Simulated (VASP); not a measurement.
# C (R-3m) in VASP: notebook

The runs below take C through single point, with PBE.

All numbers are computed with VASP 6.6.1; they aren't measurements. Logs are shortened: lines on timing, memory, paths and dates and some standing lists are left out, and cuts for length are marked.

## Step 1: The cell of the first run

It takes space group R-3m (No. 166, trigonal). Conventional cell: a = 2.496 Å, b = 2.496 Å, c = 10.206 Å, α = 90.00°, β = 90.00°, γ = 120.00°. C (site symmetry 3m) has 3 C at 1.44 Å within 1.9 Å.

## Step 2: Single point, PBE (volume scaled by 1.05)

File INCAR:

```
SYSTEM = C
  ALGO = Normal
  EDIFF = 1E-7
  ENCUT = 520
  GGA = PE
  ISIF = 2
  ISMEAR = -1
  LASPH = .TRUE.
  LCHARG = .FALSE.
  LREAL = .FALSE.
  LWAVE = .FALSE.
  NBANDS = 11
  NELM = 60
  PREC = Accurate
  SIGMA = 0.03
```

File KPOINTS:

```
k-points
0
G
  17 17 17
  0 0 0
```

File POSCAR:

```
C
1.0
    1.2481615047      0.7206263807      3.4018896234
   -1.2481615047      0.7206263807      3.4018896234
    0.0000000000     -1.4412527614      3.4018896234
C
2
Direct
    0.1640000000      0.1640000000      0.1640000000
    0.8360000000      0.8360000000      0.8360000000
```

Potentials or basis: VASP PAW PBE potentials, release 64 (C).

Started as:

```bash
$ cat potpaw_PBE.64/C/POTCAR > POTCAR
$ mpirun -np 1 vasp_std > vasp.out
```

OUTCAR:

```text
SYSTEM = C
   EDIFF = 1E-7
   ENCUT = 520
   GGA = PE
   ISIF = 2
   ISMEAR = -1
   LASPH = .TRUE.
   LREAL = .FALSE.
   NELM = 60
   PREC = Accurate

 ion  position               nearest neighbor table
   1  0.164  0.164  0.164-   2 1.44   2 1.44   2 1.44
   2  0.836  0.836  0.836-   1 1.44   1 1.44   1 1.44

  LATTYP: Found a trigonal (rhomboedric) cell.
 ALAT       =     3.6945991030
 COS(alpha) =     0.7717362630

  Lattice vectors:

 A1 = (   1.2481615047,   0.7206263807,   3.4018896234)
 A2 = (  -1.2481615047,   0.7206263807,   3.4018896234)
 A3 = (   0.0000000000,  -1.4412527614,   3.4018896234)

Analysis of symmetry for initial positions (statically):
=====================================================================
 Subroutine PRICEL returns:
 Original cell was already a primitive cell.

 Routine SETGRP: Setting up the symmetry group for a
 trigonal (rhombohedral) supercell.

 Subroutine GETGRP returns: Found 12 space group operations
 (whereof 12 operations were pure point group operations)
 out of a pool of 12 trial point group operations.

The static configuration has the point symmetry D_3d.

Analysis of symmetry for dynamics (positions and initial velocities):
=====================================================================
 Subroutine PRICEL returns:
 Original cell was already a primitive cell.

 Routine SETGRP: Setting up the symmetry group for a
 trigonal (rhombohedral) supercell.

 Subroutine GETGRP returns: Found 12 space group operations
 (whereof 12 operations were pure point group operations)
 out of a pool of 12 trial point group operations.

The dynamic configuration has the point symmetry D_3d.

 Subroutine INISYM returns: Found 12 space group operations
 (whereof 12 operations are pure point group operations),
 and found     1 'primitive' translations

----------------------------------------------------------------------------------------

                                     Primitive cell

  volume of cell :      18.3591

  direct lattice vectors                    reciprocal lattice vectors
     1.248161505  0.720626381  3.401889623     0.400589185  0.231280274  0.097984759
    -1.248161505  0.720626381  3.401889623    -0.400589185  0.231280274  0.097984759
     0.000000000 -1.441252761  3.401889623     0.000000000 -0.462560548  0.097984759

  length of vectors
     3.694599103  3.694599103  3.694599103     0.472824781  0.472824781  0.472824781

  position of ions in fractional coordinates (direct lattice)
     0.164000000  0.164000000  0.164000000
     0.836000000  0.836000000  0.836000000

  ion indices of the primitive-cell ions
   primitive index   ion index
                 1           1
                 2           2

----------------------------------------------------------------------------------------

 KPOINTS: k-points

Automatic generation of k-mesh.
 Grid dimensions read from file:
 generate k-points for:   17   17   17

 Generating k-lattice:

  Cartesian coordinates                     Fractional coordinates (reciprocal lattice)
     0.023564070  0.013604722  0.005763809     0.058823529  0.000000000 -0.000000000
    -0.023564070  0.013604722  0.005763809     0.000000000  0.058823529 -0.000000000
     0.000000000 -0.027209444  0.005763809    -0.000000000 -0.000000000  0.058823529

  Length of vectors
     0.027813222  0.027813222  0.027813222

  Shift w.r.t. Gamma in fractional coordinates (k-lattice)
     0.000000000  0.000000000  0.000000000

 Subroutine IBZKPT returns following result:
 ===========================================

 Found    489 irreducible k-points:

 Following reciprocal coordinates:
            Coordinates               Weight
  0.000000  0.000000  0.000000      1.000000
  0.058824 -0.000000 -0.000000      6.000000
  0.117647 -0.000000  0.000000      6.000000
  0.176471 -0.000000 -0.000000      6.000000
  0.235294 -0.000000  0.000000      6.000000
  0.294118 -0.000000 -0.000000      6.000000
[... 16 lines left out ...]
 -0.176471  0.058824  0.000000     12.000000
 -0.117647  0.058824 -0.000000     12.000000
 [... further k-points ...]
   k-points           NKPTS =    489   k-points in BZ     NKDIM =    489   number of bands    NBANDS=     11
   number of dos      NEDOS =    301   number of ions     NIONS =      2
   total plane-waves  NPLWV =  21952
   dimension x,y,z NGX =    28 NGY =   28 NGZ =   28
   dimension x,y,z NGXF=    56 NGYF=   56 NGZF=   56
   ions per type =               2
   NGX,Y,Z   is equivalent  to a cutoff of  12.60, 12.60, 12.60 a.u.
   NGXF,Y,Z  is equivalent  to a cutoff of  25.20, 25.20, 25.20 a.u.
 SYSTEM =  C
   PREC   = accura    normal or accurate (medium, high low for compatibility)
   ISTART =      0    job   : 0-new  1-cont  2-samecut
   ICHARG =      2    charge: 1-file 2-atom 10-const
   ISPIN  =      1    spin polarized calculation?
   LNONCOLLINEAR =      F non collinear calculations
   LSORBIT =      F    spin-orbit coupling
   LASPH  =      T    aspherical Exc in radial PAW
   ENCUT  =  520.0 eV  38.22 Ry    6.18 a.u.   6.87  6.87  6.87*2*pi/ulx,y,z
   NELM   =     60;   NELMIN=  2; NELMDL= -5     # of ELM steps
   EDIFF  = 0.1E-06   stopping-criterion for ELM
   LREAL  =      F    real-space projection
   EDIFFG = 0.1E-05   stopping-criterion for IOM
   NSW    =      0    number of steps for IOM
   IBRION =     -1    ionic relax: 0-MD 1-quasi-New 2-CG
   NFREE  =      0    steps in history (QN), initial steepest desc. (CG)
   ISIF   =      2    stress and relaxation
   ISYM   =      2    0-nonsym 1-usesym 2-fastsym
   POTIM  = 0.5000    time-step for ionic-motion
   TEBEG  =    0.0;   TEEND  =   0.0 temperature during run
   PSTRESS=    0.0 pullay stress
   NELECT =       8.0000    total number of electrons
   NUPDOWN=      -1.0000    fix difference up-down
   EMIN   =  10.00;   EMAX   =-10.00  energy-range for DOS
   EFERMI =   0.00;   METHOD = LEGACY
   ISMEAR =    -1;   SIGMA  =   0.03  broadening in eV -4-tet -1-fermi 0-gaus
   EFERMI_NEDOS =   21; number of points for ismear=-14 and -15
   IALGO  =     38    algorithm
   IMIX   =      4    mixing-type and parameters
     AMIX     =   0.40;   BMIX     =  1.00
     AMIX_MAG =   1.60;   BMIX_MAG =  1.00
  volume/ion in A,a.u.               =       9.18        61.95
  Fermi-wavevector in a.u.,A,eV,Ry     =   1.241140  2.345414 20.958794  1.540428
  Thomas-Fermi vector in A             =   2.375550
   LORBIT       =      0    0 simple, 1 ext, 2 COOP (PROOUT), +10 PAW based schemes
   GGA     = PE    functional components
   LHFCALC =     F    Hartree Fock is set to
   AEXX    =    0.0000 exact exchange contribution
   IVDW    =     0    specifies the selected vdW correction
   LEPSILON=     F    determine dielectric tensor
   LRPA    =     F    only Hartree local field effects (RPA)
 non-spin polarized calculation
  energy-cutoff  :      520.00
  volume of cell :       18.36
 maximum number of plane-waves:       514
   NGX = 13   NGY = 13   NGZ = 13

 number of electron       8.0000000 magnetization

 Free energy of the ion-electron system (eV)
  ---------------------------------------------------
  ext. energy  EPLUGINS =         0.00000000
  ---------------------------------------------------
  free energy    TOTEN  =       -18.38608783 eV

  energy without entropy =      -18.38608447  energy(sigma->0) =      -18.38608615

 E-fermi :   4.3795     XC(G=0): -10.1545

 val. band max:        4.1840364234   @ k =  -0.1765   0.4706   0.1176
 cond. band min:       4.5752385395   @ k =  -0.1765   0.4706   0.1176
 fundamental gap:      0.3912021162
 Fermi energy:         4.3794975543

 k-point     1 :       0.0000    0.0000    0.0000
  band No.  band energies     occupation
      1     -14.9993      2.00000
      2      -2.0123      2.00000
      3       1.3424      2.00000
      4       1.3424      2.00000
      5       8.5808      0.00000
      6      12.4491      0.00000
      7      12.4491      0.00000
      8      15.2867      0.00000
      9      16.1151      0.00000
     10      26.5693      0.00000
     11      29.4807      0.00000

 k-point     2 :       0.0588   -0.0000   -0.0000
  band No.  band energies     occupation
      1     -14.9175      2.00000
      2      -1.9304      2.00000
      3       1.0136      2.00000
      4       1.1755      2.00000
      5       8.6939      0.00000
      6      12.4918      0.00000
      7      12.7871      0.00000
      8      15.0161      0.00000
      9      16.2706      0.00000
     10      26.8290      0.00000
     11      28.8819      0.00000

 k-point     3 :       0.1176   -0.0000    0.0000
  band No.  band energies     occupation
      1     -14.6728      2.00000
      2      -1.6858      2.00000
      3       0.1205      2.00000
      4       0.7372      2.00000
      5       9.0299      0.00000
      6      12.5207      0.00000
      7      13.7335      0.00000
      8      14.2630      0.00000
      9      16.7715      0.00000
     10      27.2011      0.00000
     11      27.5700      0.00000

 k-point     4 :       0.1765   -0.0000   -0.0000
  band No.  band energies     occupation
      1     -14.2667      2.00000
      2      -1.3071      2.00000
      3      -1.1169      2.00000
      4       0.1583      2.00000
      5       9.5680      0.00000
      6      12.4049      0.00000
      7      13.1841      0.00000
      8      15.1402      0.00000
      9      17.6021      0.00000
     10      25.4677      0.00000
     11      27.6504      0.00000
[... 239 lines left out ...]
 k-point    22 :      -0.2353    0.0588    0.0000
  band No.  band energies     occupation
      1     -13.3124      2.00000
      2      -3.3644      2.00000
      3      -0.9708      2.00000
      4      -0.2289      2.00000
      5      10.1276      0.00000
      6      11.4372      0.00000
      7      12.5147      0.00000
      8      17.1580      0.00000
      9      19.6228      0.00000
     10      22.6426      0.00000
     11      26.6926      0.00000

 k-point    23 :      -0.1765    0.0588    0.0000
  band No.  band energies     occupation
      1     -13.9517      2.00000
      2      -1.9013      2.00000
      3      -0.8773      2.00000
      4      -0.3695      2.00000
      5       9.8229      0.00000
      6      12.2358      0.00000
      7      12.7845      0.00000
      8      15.5863      0.00000
      9      18.5001      0.00000
     10      23.9037      0.00000
     11      27.7517      0.00000

 k-point    24 :      -0.1176    0.0588   -0.0000
  band No.  band energies     occupation
      1     -14.4345      2.00000
      2      -1.3946      2.00000
      3      -0.5752      2.00000
      4       0.2679      2.00000
      5       9.2555      0.00000
      6      12.7020      0.00000
      7      13.5883      0.00000
      8      14.2531      0.00000
      9      17.3994      0.00000
     10      25.6110      0.00000
     11      28.0917      0.00000

 [... further k-points ...]
[... 5 lines left out ...]
  --------------------------------------------------------------------------------------
  -------------------------------------------------------------------------------------
  Total       -1.5514349     -1.5514349      0.2796034      0.0000000     -0.0000000      0.0000000
  in kB     -135.3916053   -135.3916053     24.4006064      0.0000000     -0.0000000      0.0000000
  external PRESSURE =     -82.1275347 kB  Pullay stress =       0.0000000 kB

 VOLUME and BASIS-vectors are now :
 -----------------------------------------------------------------------------
  energy-cutoff  :      520.00
  volume of cell :       18.36
      direct lattice vectors                 reciprocal lattice vectors
     1.248161505  0.720626381  3.401889623     0.400589185  0.231280274  0.097984759
    -1.248161505  0.720626381  3.401889623    -0.400589185  0.231280274  0.097984759
     0.000000000 -1.441252761  3.401889623     0.000000000 -0.462560548  0.097984759

 POSITION                                       TOTAL-FORCE (eV/Angst)
 -----------------------------------------------------------------------------------
      0.00000      0.00000      1.67373         0.000000      0.000000      0.887251
      0.00000      0.00000      8.53194         0.000000     -0.000000     -0.887251
 -----------------------------------------------------------------------------------
    total drift:                                0.000000     -0.000000      0.000000

  FREE ENERGIE OF THE ION-ELECTRON SYSTEM (eV)
  ---------------------------------------------------
  free  energy   TOTEN  =       -18.3860878330 eV

  energy  without entropy=      -18.3860844745  energy(sigma->0) =      -18.38608615
```

It took 96 s on 1 thread of Intel Xeon Platinum 8375C at 2.90GHz (Ice Lake), shared host; peak memory 0.21 GiB.

What came out:

* Free energy: -18.3861 eV
* Pressure: -8.2 GPa
* Largest force: 0.887 eV/Å
* Band gap on the k mesh: 0.39 eV, direct

Forces on the atoms (eV/Å):
```
C    0.000  0.000  0.887
C    0.000  0.000 -0.887
```

Caveat: the cell differs from its parent crystal (volume scaled by 1.05). A k mesh can miss the band edges.

## Step 3: Single point, PBE

This run uses another cell than the first one, of 8.74 Å³/atom, 0.952 times its volume.

File INCAR:

```
PREC = Accurate
ENCUT = 520
EDIFF = 1E-6
ISMEAR = -1
SIGMA = 0.03
LREAL = F
LASPH = T
NELM = 80
ALGO = Normal
ISIF = 2
LWAVE = F
LCHARG = F
GGA = PE
NBANDS = 11
```

File KPOINTS:

```
regular mesh
0
Gamma
  5 5 5
```

File POSCAR:

```
C
1.0
    1.2280263465      0.7090013417      3.3470108394
   -1.2280263465      0.7090013417      3.3470108394
    0.0000000000     -1.4180026834      3.3470108394
C
2
Direct
    0.1640000000      0.1640000000      0.1640000000
    0.8360000000      0.8360000000      0.8360000000
```

Potentials or basis: VASP PAW PBE potentials, release 64 (C).

Started as:

```bash
$ cat potpaw_PBE.64/C/POTCAR > POTCAR
$ mpirun -np 1 vasp_std > vasp.out
```

It took 14 s on 1 thread of AMD EPYC 7R13, shared host; peak memory 0.11 GiB.

It converged, with:

| Item | Value |
| --- | --- |
| Free energy | -18.3768 eV |
| Pressure | 4.9 GPa |
| Largest force | 0.873 eV/Å |
| Band gap on the k mesh | 2.48 eV, indirect (least direct gap 2.56 eV) |

Forces in eV/Å, atoms in the order of the input:
```
C    0.000  0.000  0.873
C    0.000  0.000 -0.873
```

Stress tensor (GPa, compression positive):
```
6.10 0.00 0.00
0.00 6.10 0.00
0.00 0.00 2.44
```

Levels at points of the mesh, in eV from the valence-band top:
```tsv
k point	band 1	band 2	band 3	band 4	band 5	band 6	band 7	band 8	band 9
(0.00, 0.00, 0.00)	-18.52	-5.38	-1.75	-1.75	5.41	9.66	9.66	12.75	14.11
```

Caveat: the k points lie up to 0.60 Å⁻¹ apart. PBE gaps usually lie below the measured ones, often by a third to a half.

## Step 4: Single point, PBE

This run uses another cell than the first one, of 8.74 Å³/atom, 0.952 times its volume.

File INCAR:

```
SYSTEM = C
PREC = Accurate ; ENCUT = 520
EDIFF = 1E-6 ; ISMEAR = -1
SIGMA = 0.03 ; LREAL = .False.
LASPH = .True. ; NELM = 60
ALGO = Normal ; ISIF = 2
LWAVE = .False. ; LCHARG = .False.
GGA = PE ; NBANDS = 11
```

File KPOINTS:

```
regular mesh
0
Gamma
  8 8 8
  0 0 0
```

POSCAR is that of step 3.

Started as:

```bash
$ cat potpaw_PBE.64/C/POTCAR > POTCAR
$ mpirun -np 1 vasp_std > vasp.out
```

It took 39 s on 1 thread of AMD EPYC 7R13, shared host; peak memory 0.12 GiB.

Results (log left out):

* Free energy: -18.3966 eV
* Pressure: 4.8 GPa
* Largest force: 0.871 eV/Å
* Band gap on the k mesh: 1.42 eV, direct

Forces on the atoms (eV/Å):
```
C    0.000  0.000  0.871
C    0.000  0.000 -0.871
```

Stress tensor (GPa, compression positive):
```
5.70 0.00 0.00
0.00 5.70 0.00
0.00 0.00 2.92
```

Levels at points of the mesh, in eV from the valence-band top:
| k point | band 1 | band 2 | band 3 | band 4 | band 5 | band 6 | band 7 | band 8 | band 9 |
| --- | --- | --- | --- | --- | --- | --- | --- | --- | --- |
| (0.00, 0.00, 0.00) | -19.11 | -5.97 | -2.35 | -2.35 | 4.81 | 9.06 | 9.06 | 12.15 | 13.51 |
| (0.50, 0.00, 0.00) | -13.72 | -12.69 | -5.74 | -1.33 | 2.50 | 8.34 | 12.91 | 13.06 | 19.13 |
| (0.50, 0.50, 0.00) | -13.60 | -12.61 | -5.80 | -2.15 | 2.02 | 7.94 | 13.61 | 16.06 | 20.33 |
| (0.50, 0.50, 0.50) | -18.81 | -7.97 | -2.37 | -2.37 | 9.02 | 9.02 | 11.22 | 12.20 | 13.31 |

[end of part 1 of 2]
